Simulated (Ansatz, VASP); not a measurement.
**Two plane-wave programs on Sn3Se2S**

```
Sn Se S
1.0
     4.23755    0.00000    0.00000
    -2.11877    3.66982    0.00000
     0.00000    0.00000   10.37232
Sn Se S
3 2 1
Direct
  0.66667 0.33333 0.84227
  0.00000 0.00000 0.50000
  0.33333 0.66667 0.15773
  0.33333 0.66667 0.67109
  0.66667 0.33333 0.32891
  0.00000 0.00000 0.00000
```

Alike in both runs: functional PBE; k mesh 12 × 12 × 4; occupations gaussian, width 0.02 eV; no spin polarisation.

Ansatz relaxed the structure, and its values are those at the end. VASP's run is a single point on that final structure, the one shown.

|  | VASP | Ansatz |
| --- | --- | --- |
| version | VASP 6.6.1 | Ansatz 0.2.0 |
| potentials or method | VASP PAW PBE potentials, release 64 (Sn_d, Se, S), cutoff 520 eV | scalar-relativistic, plane waves, PAW |
| valence electrons in the cell | 60 | 80 |

```tsv
	VASP	Ansatz	Ansatz less VASP
gap on the k mesh at the Fermi level (eV)	0.41	0.41	0.000
least direct gap on the mesh (eV)	0.49	0.49	0.000
pressure (GPa)	0.0	0.0	+0.02
```

VASP's potentials hold 60 valence electrons a cell and Ansatz's 80, so a difference there can come from the potentials and not from the codes.
